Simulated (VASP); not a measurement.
# GaP in VASP: notebook

GaP is run at these levels: PBE+D3(BJ); tasks: relaxation of the atoms, single point.

Program: VASP 6.6.1. These are calculated values, not measurements. Logs are shortened: lines on timing, memory, paths and dates and some standing lists are left out, and cuts for length are marked.

## 1. The cell of the first run

The cell holds a slab with vacuum, 24 atoms: a = 7.702 Å, b = 7.702 Å, c = 23.074 Å, α = 90.00°, β = 90.00°, γ = 120.00°.

## 2. Relaxation of the atoms, PBE+D3(BJ)

INCAR

```
PREC = Accurate ; ENCUT = 520
EDIFF = 1E-7 ; ISMEAR = 0
SIGMA = 0.05 ; LREAL = Auto
LASPH = T ; NELM = 100
ALGO = Normal ; ISIF = 2
LWAVE = F ; LCHARG = F
LDIPOL = T ; IDIPOL = 3
DIPOL = 0.5 0.5 0.500 ; GGA = PE
IVDW = 12 ; IBRION = 2
NSW = 90 ; EDIFFG = -0.03
KPAR = 2
```

KPOINTS

```
Automatic mesh
0
Gamma
  3 3 1
```

POSCAR

```
GaP
1.0
    7.7015734665      0.0000000000      0.0000000000
   -3.8507867332      6.6697582711      0.0000000000
    0.0000000000      0.0000000000     23.0743469535
P Ga
12 12
Selective dynamics
Direct
    0.5000000000      0.0000000000      0.3467053701  F F F
    0.5000000000      0.5000000000      0.3467053701  F F F
    0.0000000000      0.0000000000      0.3467053701  F F F
    0.0000000000      0.5000000000      0.3467053701  F F F
    0.6666666667      0.8333333333      0.4829672633  F F F
    0.6666666667      0.3333333333      0.4829672633  F F F
    0.1666666667      0.8333333333      0.4829672633  F F F
    0.1666666667      0.3333333333      0.4829672633  F F F
    0.8333333333      0.6666666667      0.6192291566  T T T
    0.8333333333      0.1666666667      0.6192291566  T T T
    0.3333333333      0.6666666667      0.6192291566  T T T
    0.3333333333      0.1666666667      0.6192291566  T T T
    0.1666666667      0.8333333333      0.3807708434  F F F
    0.1666666667      0.3333333333      0.3807708434  F F F
    0.6666666667      0.8333333333      0.3807708434  F F F
    0.6666666667      0.3333333333      0.3807708434  F F F
    0.3333333333      0.6666666667      0.5170327367  T T T
    0.3333333333      0.1666666667      0.5170327367  T T T
    0.8333333333      0.6666666667      0.5170327367  T T T
    0.8333333333      0.1666666667      0.5170327367  T T T
    0.5000000000      0.5000000000      0.6532946299  T T T
    0.5000000000      0.0000000000      0.6532946299  T T T
    0.0000000000      0.5000000000      0.6532946299  T T T
    0.0000000000      0.0000000000      0.6532946299  T T T
```

Potentials or basis: VASP PAW PBE potentials, release 64 (P, Ga_d).

Command:

```bash
$ cat potpaw_PBE.64/P/POTCAR potpaw_PBE.64/Ga_d/POTCAR > POTCAR
$ mpirun -np 4 vasp_std > vasp.out
```

OUTCAR:

```text
PREC = Accurate
   ENCUT = 520
   EDIFF = 1E-7
   ISMEAR = 0
   LREAL = Auto
   LASPH = T
   NELM = 100
   ISIF = 2
   GGA = PE
   IVDW = 12
   IBRION = 2
   NSW = 90
   EDIFFG = -0.03
 IVDW          = 12

 ion  position               nearest neighbor table
   1  0.500  0.000  0.347-  16 2.36  13 2.36  15 2.36
   2  0.500  0.500  0.347-  15 2.36  14 2.36  16 2.36
   3  0.000  0.000  0.347-  14 2.36  15 2.36  13 2.36
   4  0.000  0.500  0.347-  13 2.36  16 2.36  14 2.36
   5  0.667  0.833  0.483-  15 2.36  19 2.36  20 2.36  17 2.36
   6  0.667  0.333  0.483-  16 2.36  20 2.36  19 2.36  18 2.36
   7  0.167  0.833  0.483-  13 2.36  17 2.36  18 2.36  19 2.36
   8  0.167  0.333  0.483-  14 2.36  18 2.36  17 2.36  20 2.36
   9  0.833  0.667  0.619-  19 2.36  24 2.36  21 2.36  23 2.36
  10  0.833  0.167  0.619-  20 2.36  23 2.36  22 2.36  24 2.36
[... 21 lines left out ...]
 A1 = (   7.7015734665,   0.0000000000,   0.0000000000)
 A2 = (  -3.8507867332,   6.6697582711,   0.0000000000)
 A3 = (   0.0000000000,   0.0000000000,  23.0743469535)

Analysis of symmetry for initial positions (statically):
=====================================================================
 Subroutine PRICEL returns following result:

  LATTYP: Found a hexagonal cell.
 ALAT       =     3.8507867332
 C/A-ratio  =     5.9921124050
[... 12 lines left out ...]
 Subroutine GETGRP returns: Found  6 space group operations
 (whereof  6 operations were pure point group operations)
 out of a pool of 24 trial point group operations.

The static configuration has the point symmetry C_3v.

Analysis of symmetry for dynamics (positions and initial velocities):
=====================================================================
 Subroutine PRICEL returns following result:

  LATTYP: Found a hexagonal cell.
 ALAT       =     3.8507867332
 C/A-ratio  =     5.9921124050
[... 12 lines left out ...]
 Subroutine GETGRP returns: Found  6 space group operations
 (whereof  6 operations were pure point group operations)
 out of a pool of 24 trial point group operations.

The dynamic configuration has the point symmetry C_3v.

Analysis of constrained symmetry for selective dynamics:
=====================================================================
 Subroutine PRICEL returns following result:

  LATTYP: Found a hexagonal cell.
 ALAT       =     3.8507867332
 C/A-ratio  =     5.9921124050
[... 12 lines left out ...]
 Subroutine GETGRP returns: Found  6 space group operations
 (whereof  6 operations were pure point group operations)
 out of a pool of 24 trial point group operations.

The constrained configuration has the point symmetry C_3v.
[... 86 lines left out ...]
   LREAL  =      T    real-space projection
   EDIFFG = -.3E-01   stopping-criterion for IOM
   NSW    =     90    number of steps for IOM
   IBRION =      2    ionic relax: 0-MD 1-quasi-New 2-CG
   NFREE  =      1    steps in history (QN), initial steepest desc. (CG)
   ISIF   =      2    stress and relaxation
   ISYM   =      2    0-nonsym 1-usesym 2-fastsym
   POTIM  = 0.5000    time-step for ionic-motion
   TEBEG  =    0.0;   TEEND  =   0.0 temperature during run
   PSTRESS=    0.0 pullay stress
   NELECT =     216.0000    total number of electrons
   NUPDOWN=      -1.0000    fix difference up-down
   EMIN   =  10.00;   EMAX   =-10.00  energy-range for DOS
   EFERMI =   0.00;   METHOD = LEGACY
   ISMEAR =     0;   SIGMA  =   0.05  broadening in eV -4-tet -1-fermi 0-gaus
   EFERMI_NEDOS =   21; number of points for ismear=-14 and -15
   IALGO  =     38    algorithm
   IMIX   =      4    mixing-type and parameters
     AMIX     =   0.40;   BMIX     =  1.00
     AMIX_MAG =   1.60;   BMIX_MAG =  1.00
  volume/ion in A,a.u.               =      49.39       333.28
  Fermi-wavevector in a.u.,A,eV,Ry     =   0.928153  1.753956 11.720993  0.861469
  Thomas-Fermi vector in A             =   2.054300
   LORBIT       =      0    0 simple, 1 ext, 2 COOP (PROOUT), +10 PAW based schemes
   GGA     = PE    functional components
   LHFCALC =     F    Hartree Fock is set to
   AEXX    =    0.0000 exact exchange contribution
   IVDW    =    12    specifies the selected vdW correction
   LEPSILON=     F    determine dielectric tensor
   LRPA    =     F    only Hartree local field effects (RPA)
 conjugate gradient relaxation of ions
 non-spin polarized calculation
 Gauss-broadening in eV      SIGMA  =   0.05
  energy-cutoff  :      520.00
  volume of cell :     1185.27
 maximum number of plane-waves:     31932
 NGX is ok and might be reduce to    60
   NGX = 29   NGY = 29   NGZ = 85

--------------------------------------- Ionic step        1  -------------------------------------------

 number of electron     215.9999979 magnetization

 Free energy of the ion-electron system (eV)
  ---------------------------------------------------
  ext. energy  EPLUGINS =         0.00000000
  ---------------------------------------------------
  free energy    TOTEN  =      -100.64316211 eV

  energy without entropy =     -100.62603514  energy(sigma->0) =     -100.63459862

------------------------ aborting loop because EDIFF is reached ----------------------------------------

 Edisp (eV)   -5.87675

 E8    (eV) :    -2.5751
[... 239 lines left out ...]
--------------------------------------- Ionic step        5  -------------------------------------------

 number of electron     215.9999972 magnetization

 dipolmoment           0.000000      0.000000     -0.753849 electrons x Angstroem

 Free energy of the ion-electron system (eV)
  ---------------------------------------------------
  ext. energy  EPLUGINS =         0.00000000
  ---------------------------------------------------
  free energy    TOTEN  =      -100.87863408 eV

  energy without entropy =     -100.86479872  energy(sigma->0) =     -100.87171640

 E-fermi :  -0.6945     XC(G=0):  -4.6639

 val. band max:       -0.7022276855   @ k =   0.0000   0.0000   0.0000
 cond. band min:      -0.6215413792   @ k =   0.3333   0.0000   0.0000
 fundamental gap:      0.0806863063
 Fermi energy:        -0.6945409297

 k-point     1 :       0.0000    0.0000    0.0000
  band No.  band energies     occupation
      1     -16.5409      2.00000
      2     -16.5409      2.00000
      3     -16.5409      2.00000
      4     -16.5173      2.00000
      5     -16.4402      2.00000
      6     -16.4402      2.00000
[... 358 lines left out ...]
    119       2.3785      0.00000
    120       2.3785      0.00000
 [bands above 120 left out]

------------------------ aborting loop because EDIFF is reached ----------------------------------------

 vacuum level on the upper side and lower side of the slab       (xc-potential included)        -1.306         1.251

 Edisp (eV)   -5.86052

 E8    (eV) :    -2.5678

  FORCE on cell =-STRESS in cart. coord.  units (eV):
  Direction    XX          YY          ZZ          XY          YZ          ZX
  --------------------------------------------------------------------------------------
  -------------------------------------------------------------------------------------
  Total      -1.16023    -1.16023     4.98730    -0.00000     0.00000    -0.00000
  in kB      -1.56832    -1.56832     6.74151    -0.00000     0.00000    -0.00000
  external pressure =        1.20 kB  Pullay stress =        0.00 kB
[... 39 lines left out ...]
  FREE ENERGIE OF THE ION-ELECTRON SYSTEM (eV)
  ---------------------------------------------------
  free  energy   TOTEN  =      -106.7391512528 eV

  energy  without entropy=     -106.7253158898  energy(sigma->0) =     -106.73223357

 reached required accuracy - stopping structural energy minimisation

 vacuum level on the upper side and lower side of the slab         2.666         5.291
```

OSZICAR:

```text
N       E                     dE             d eps       ncg     rms          rms(c)
DAV:   1     0.198111744737E+04    0.19811E+04   -0.92393E+04   820   0.177E+03
DAV:   2     0.258770801180E+03   -0.17223E+04   -0.16673E+04   892   0.433E+02
DAV:   3    -0.732544803268E+02   -0.33203E+03   -0.31906E+03   976   0.182E+02
[... 91 lines left out ...]
DAV:   4    -0.100878633345E+03   -0.76923E-05   -0.10727E-04  1108   0.277E-02    0.830E-03
DAV:   5    -0.100878633641E+03   -0.29571E-06   -0.65218E-06  1032   0.681E-03    0.613E-03
DAV:   6    -0.100878633831E+03   -0.19064E-06   -0.10540E-06   884   0.283E-03    0.251E-03
DAV:   7    -0.100878634061E+03   -0.23004E-06   -0.65542E-07   748   0.238E-03    0.192E-03
DAV:   8    -0.100878634081E+03   -0.19503E-07   -0.15723E-07   600   0.128E-03
   5 F= -.10673915E+03 E0= -.10673223E+03  d E =-.326109E-03
```

CONTCAR:

```text
GaP
   1.00000000000000
     7.7015734665000002    0.0000000000000000    0.0000000000000000
    -3.8507867332000001    6.6697582711000001    0.0000000000000000
     0.0000000000000000    0.0000000000000000   23.0743469535000010
  P               Ga
    12    12
Selective dynamics
Direct
     0.5000000000000000    0.0000000000000000    0.3467053700999969   F   F   F
     0.5000000000000000    0.5000000000000000    0.3467053700999969   F   F   F
     0.0000000000000000    0.0000000000000000    0.3467053700999969   F   F   F
     0.0000000000000000    0.5000000000000000    0.3467053700999969   F   F   F
     0.6666666667000030    0.8333333332999970    0.4829672632999973   F   F   F
     0.6666666667000030    0.3333333332999970    0.4829672632999973   F   F   F
     0.1666666667000030    0.8333333332999970    0.4829672632999973   F   F   F
     0.1666666667000030    0.3333333332999970    0.4829672632999973   F   F   F
     0.8333333332999970    0.6666666667000030    0.6224509926963536   T   T   T
     0.8333333332999970    0.1666666667000030    0.6224509926963536   T   T   T
     0.3333333332999970    0.6666666667000030    0.6224509926963536   T   T   T
     0.3333333332999970    0.1666666667000030    0.6224509926963536   T   T   T
     0.1666666667000030    0.8333333332999970    0.3807708434000006   F   F   F
     0.1666666667000030    0.3333333332999970    0.3807708434000006   F   F   F
     0.6666666667000030    0.8333333332999970    0.3807708434000006   F   F   F
     0.6666666667000030    0.3333333332999970    0.3807708434000006   F   F   F
     0.3333333332999970    0.6666666667000030    0.5143841322449282   T   T   T
[... 30 lines left out ...]
  0.00000000E+00  0.00000000E+00  0.00000000E+00
  0.00000000E+00  0.00000000E+00  0.00000000E+00
```

Run time: 28 min. Hardware: 4 MPI ranks of Intel Xeon Platinum 8559C (Emerald Rapids), shared host; peak memory 0.91 GiB.

Results:

- Free energy: -106.7392 eV
- Energy gained by relaxing: 9.1 meV/atom
- Ionic steps: 5
- Band gap on the k mesh: zero (filled and empty bands touch)
- Dispersion energy per atom: -0.244 eV

The path:
```tsv
step	energy change (eV)	largest force on free atoms (eV/Å)	pressure (GPa)
1	0.0000	0.8808	0.05
2	-0.1849	0.3142	0.07
3	-0.2190	0.0352	0.12
4	-0.2189	0.0342	0.12
5	-0.2192	0.0245	0.12
```

Final structure:
```
P Ga
1.0
     7.70157    0.00000    0.00000
    -3.85079    6.66976    0.00000
     0.00000    0.00000   23.07435
P Ga
12 12
Direct
  0.50000 0.00000 0.34671
  0.50000 0.50000 0.34671
  0.00000 0.00000 0.34671
  0.00000 0.50000 0.34671
  0.66667 0.83333 0.48297
  0.66667 0.33333 0.48297
  0.16667 0.83333 0.48297
  0.16667 0.33333 0.48297
  0.83333 0.66667 0.62245
  0.83333 0.16667 0.62245
  0.33333 0.66667 0.62245
  0.33333 0.16667 0.62245
  0.16667 0.83333 0.38077
  0.16667 0.33333 0.38077
  0.66667 0.83333 0.38077
  0.66667 0.33333 0.38077
  0.33333 0.66667 0.51438
  0.33333 0.16667 0.51438
  0.83333 0.66667 0.51438
  0.83333 0.16667 0.51438
  0.50000 0.50000 0.65198
  0.50000 0.00000 0.65198
  0.00000 0.50000 0.65198
  0.00000 0.00000 0.65198
```

Levels at points of the mesh, in eV from the Fermi level:
```csv
k point,band 106,band 107,band 108,band 109,band 110,band 111
"(0.00, 0.00, 0.00)",-0.63,-0.01,-0.01,-0.01,0.22,0.22
```

## 3. Single point, PBE+D3(BJ)

This run uses another cell than the first one.

INCAR

```
SYSTEM = GaP
ALGO = Normal
DIPOL = 0.5 0.5 0.460
EDIFF = 1E-7
ENCUT = 520
GGA = PE
IDIPOL = 3
ISIF = 2
ISMEAR = 0
IVDW = 12
LASPH = .True.
LCHARG = .False.
LDIPOL = .True.
LREAL = Auto
LWAVE = .False.
NBANDS = 126
NELM = 100
PREC = Accurate
SIGMA = 0.05
```

KPOINTS

```
k-points
0
Gamma
  3 3 1
  0 0 0
```

POSCAR

```
GaP
1.0
    7.7015734180      0.0000000000      0.0000000000
   -3.8507867090      6.6697582291      0.0000000000
    0.0000000000      0.0000000000     25.0743469090
P Ga
12 12
Direct
    0.5000000000      0.0000000000      0.3190511813
    0.5000000000      0.5000000000      0.3190511813
    0.0000000000      0.0000000000      0.3190511813
    0.0000000000      0.5000000000      0.3190511813
    0.6666666667      0.8333333333      0.4444444444
    0.6666666667      0.3333333333      0.4444444444
    0.1666666667      0.8333333333      0.4444444444
    0.1666666667      0.3333333333      0.4444444444
    0.8067183400      0.6574582931      0.5749998750
    0.8344754717      0.1678965959      0.5729163260
    0.3449681051      0.6523786578      0.5735307093
    0.3491269456      0.1930360982      0.5700654869
    0.1666666667      0.8333333333      0.3503994970
    0.1666666667      0.3333333333      0.3503994970
    0.6666666667      0.8333333333      0.3503994970
    0.6666666667      0.3333333333      0.3503994970
    0.3340698106      0.6662728506      0.4750099160
    0.3341467432      0.1673051379      0.4737802757
    0.8316260617      0.6661702656      0.4760160931
    0.8331806854      0.1666624410      0.4735088857
    0.4955875123      0.4924912021      0.6347546142
    0.4858210185     -0.0073457494      0.5830215916
    0.0053107806      0.5165862875      0.5841343265
    0.0127081037     -0.0027518743      0.5902068277
```

Potentials or basis: VASP PAW PBE potentials, release 64 (P, Ga_d).

Command:

```bash
$ cat potpaw_PBE.64/P/POTCAR potpaw_PBE.64/Ga_d/POTCAR > POTCAR
$ mpirun -np 1 vasp_std > vasp.out
```

Run time: 2.1 h. Hardware: 1 thread of Intel Xeon 8259CL, shared host; peak memory 1.4 GiB.

It converged, with:

```yaml
Free_energy: -107.2465 eV
Largest_force: 0.658 eV/Å
Band_gap_on_the_k_mesh: zero (bands 108 and 109 overlap by 0.39 eV)
Dispersion_energy_per_atom: -0.245 eV
```

Forces on the atoms (eV/Å):
```
P    0.030  0.033  0.113
P    0.014 -0.006  0.189
P   -0.025  0.018  0.097
P   -0.009 -0.043  0.104
P    0.024 -0.078  0.491
P    0.006  0.135  0.493
P   -0.059 -0.117  0.553
P    0.016  0.062  0.404
P    0.041  0.130 -0.066
P    0.140 -0.045  0.101
P   -0.023  0.015 -0.043
P   -0.152  0.040  0.319
Ga  -0.009 -0.007 -0.555
Ga  -0.041 -0.023 -0.613
Ga   0.008  0.043 -0.600
Ga   0.043 -0.013 -0.656
Ga  -0.016  0.009  0.018
Ga  -0.090 -0.063 -0.083
Ga   0.036  0.088 -0.011
Ga   0.065 -0.040  0.026
Ga  -0.009 -0.008  0.231
Ga   0.029 -0.073 -0.029
Ga   0.035  0.025 -0.056
Ga  -0.054 -0.084 -0.430
```

Levels at points of the mesh, in eV from the Fermi level:
```csv
k point,band 105,band 106,band 107,band 108,band 109,band 110,band 111,band 112,band 113,band 114
"(0.00, 0.00, 0.00)",-0.29,-0.28,-0.04,0.38,0.38,0.53,0.67,0.82,1.08,1.11
```

The gap in the log of VASP goes by the Fermi energy; the results here count the filled bands.